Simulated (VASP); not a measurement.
S:

```
S
1.0
     0.00000    3.20088    5.03834
     1.84799    0.00000    5.03834
     1.84799    3.20088    0.00000
S
2
Direct
  0.16667 0.83333 0.16667
  0.83333 0.16667 0.83333
```

* Program: VASP 6.6.1
* Task: relaxation of cell and atoms
* Functional: PBE
* Potentials or basis: VASP PAW PBE potentials, release 64 (S)
* Cutoff: 600 eV
* k mesh: 6 × 6 × 6
* Occupations: gaussian, width 0.1 eV
* Spin: no spin polarisation

At the start: pressure 9.6 GPa; volume 29.80 Å³/atom.

How do energy, volume and symmetry change on relaxing?

Over 4 steps the energy falls by 206.7 meV/atom and the volume is 35.25 Å³/atom (+18.3 %); space group Fmmm (No. 69, to 0.05 Å).

The path:
```tsv
step	energy change (eV)	largest force (eV/Å)	pressure (GPa)	volume (Å³)
1	0.0000	0.0016	9.60	59.61
2	-0.3225	0.0142	-3.23	76.00
3	-0.4127	0.0098	0.30	70.00
4	-0.4133	0.0101	-0.08	70.50
```

Final structure:
```
S
1.0
     0.00000    3.48221    5.03520
     2.01034    0.00000    5.03520
     2.01034    3.48221    0.00000
S
2
Direct
  0.16668 0.83332 0.16668
  0.83332 0.16668 0.83332
```

Caveat: the volume moved by over 15 % at a fixed basis, so the end points are rough.
